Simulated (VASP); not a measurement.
CdSe: relaxation of shape and atoms at fixed volume with PBE

CdSe:

```
Cd Se
1.0
     4.52402    0.00000    0.00000
    -2.26201    3.91792    0.00000
     0.00000    0.00000    7.38661
Cd Se
2 2
Direct
  0.33333 0.66667 0.00461
  0.66667 0.33333 0.50461
  0.33333 0.66667 0.38039
  0.66667 0.33333 0.88039
```

| Item | Value |
| --- | --- |
| Program | VASP 6.6.1 |
| Task | relaxation of shape and atoms at fixed volume |
| Functional | PBE |
| Potentials or basis | VASP PAW PBE potentials, release 64 (Cd, Se) |
| Cutoff | 600 eV |
| k mesh | 9 × 9 × 6 |
| Occupations | gaussian, width 0.02 eV |
| Spin | no spin polarisation |
| Dipole correction | no |
| Further INCAR settings | ALGO = Normal; EDIFF = 1e-06; IBRION = 2; EDIFFG = -0.01; NSW = 50; ISIF = 4 |

```
Pressure after relaxing      : -3.3 GPa
Largest force after relaxing : 0.005 eV/Å
Band gap on the k mesh       : 0.33 eV
```

Forces on the atoms (eV/Å):
```
Cd   0.000  0.000 -0.005
Cd   0.000  0.000 -0.005
Se   0.000  0.000  0.005
Se   0.000  0.000  0.005
```

Final structure:
```cif
data_structure
_symmetry_space_group_name_H-M 'P 1'
_symmetry_Int_Tables_number 1
_cell_length_a 4.5240
_cell_length_b 4.5240
_cell_length_c 7.3866
_cell_angle_alpha 90.000
_cell_angle_beta 90.000
_cell_angle_gamma 120.000
_cell_volume 130.93
loop_
_atom_site_label
_atom_site_type_symbol
_atom_site_fract_x
_atom_site_fract_y
_atom_site_fract_z
_atom_site_occupancy
Cd1 Cd 0.33333 0.66667 0.00461 1
Cd2 Cd 0.66667 0.33333 0.50461 1
Se1 Se 0.33333 0.66667 0.38039 1
Se2 Se 0.66667 0.33333 0.88039 1
```

Levels at points of the mesh, in eV from the valence-band top:
| k point | band 16 | band 17 | band 18 | band 19 | band 20 | band 21 |
| --- | --- | --- | --- | --- | --- | --- |
| (0.00, 0.00, 0.00) | -0.03 | 0.00 | 0.00 | 0.33 | 2.02 | 5.82 |
| (0.00, 0.00, 0.50) | -0.30 | -0.30 | -0.30 | 2.05 | 2.05 | 5.60 |

Run time: 110 s on 1 thread of Intel(R) Xeon(R) Platinum 8488C (Sapphire Rapids), with other jobs on the host, peak memory 0.36 GiB.

Caveat: the relaxation stopped at its first step, so nothing moved; semilocal functionals underestimate gaps, and a narrow one can read as zero.
